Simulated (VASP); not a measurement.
**Hf2H: relaxation of cell and atoms with PBE**

The system is Hf2H.

```
Hf H
1.0
     0.00000    2.92018    2.92018
     2.92018    0.00000    2.92018
     2.92018    2.92018    0.00000
Hf H
2 1
Direct
  0.25000 0.25000 0.25000
  0.75000 0.75000 0.75000
  0.00000 0.00000 0.00000
```

The cell was built from a structure type or drawn by symmetry, and may not be a known phase.

```yaml
Program: VASP 6.6.1
Task: relaxation of cell and atoms
Functional: PBE
Potentials_or_basis: VASP PAW PBE potentials, release 64 (Hf_pv, H)
Cutoff: 600 eV
k_mesh: 14 × 14 × 14
Occupations: gaussian, width 0.1 eV
Spin: no spin polarisation
Dipole_correction: no
Further_INCAR_settings: ALGO = Normal; EDIFF = 1e-07; IBRION = 2; EDIFFG = -0.01; NSW = 100; ISIF = 3
```

```yaml
Relaxed_volume: 16.37 Å³/atom
Relaxed_cell: a = 4.110 Å, b = 4.110 Å, c = 4.110 Å, α = 60.00°, β = 60.00°, γ = 60.00°
Space_group_after_relaxing_to_0.1_Å: Fm-3m (No. 225)
Energy_gained_by_relaxing: 0.9 meV/atom
Ionic_steps: 3
Pressure_after_relaxing: 0.0 GPa
Band_gap_on_the_k_mesh: zero (an odd number of electrons rules out a gap without spin polarisation)
```

The path:
```
step  energy change (eV)  largest force (eV/Å)  pressure (GPa)  volume (Å³)
   1              0.0000                0.0000           -1.27        49.80
   2             -0.0025                0.0000            0.45        48.86
   3             -0.0028                0.0000            0.00        49.10
```

Final structure:
```
Hf H
1.0
     0.00000    2.90639    2.90639
     2.90639    0.00000    2.90639
     2.90639    2.90639    0.00000
Hf H
2 1
Direct
  0.25000 0.25000 0.25000
  0.75000 0.75000 0.75000
  0.00000 0.00000 0.00000
```

Levels at points of the mesh, in eV from the Fermi level:
| k point | band 7 | band 8 | band 9 | band 10 | band 11 | band 12 | band 13 | band 14 |
| --- | --- | --- | --- | --- | --- | --- | --- | --- |
| (0.00, 0.00, 0.00) | -8.23 | -1.62 | -1.62 | -1.62 | -1.50 | -1.50 | 1.03 | 6.48 |
| (0.50, 0.00, 0.00) | -6.02 | -2.79 | 0.53 | 0.53 | 0.85 | 0.85 | 2.42 | 2.72 |
| (0.50, 0.50, 0.00) | -5.74 | -3.45 | -1.56 | -0.70 | -0.55 | 2.80 | 2.80 | 3.73 |

Wall time 4 min on 1 thread of AMD EPYC 7R43 64-Core Processor (Zen 3) (shared host), peak memory 0.23 GiB.

Caveat: spin-orbit coupling is left out, which moves the levels of the heavy elements.
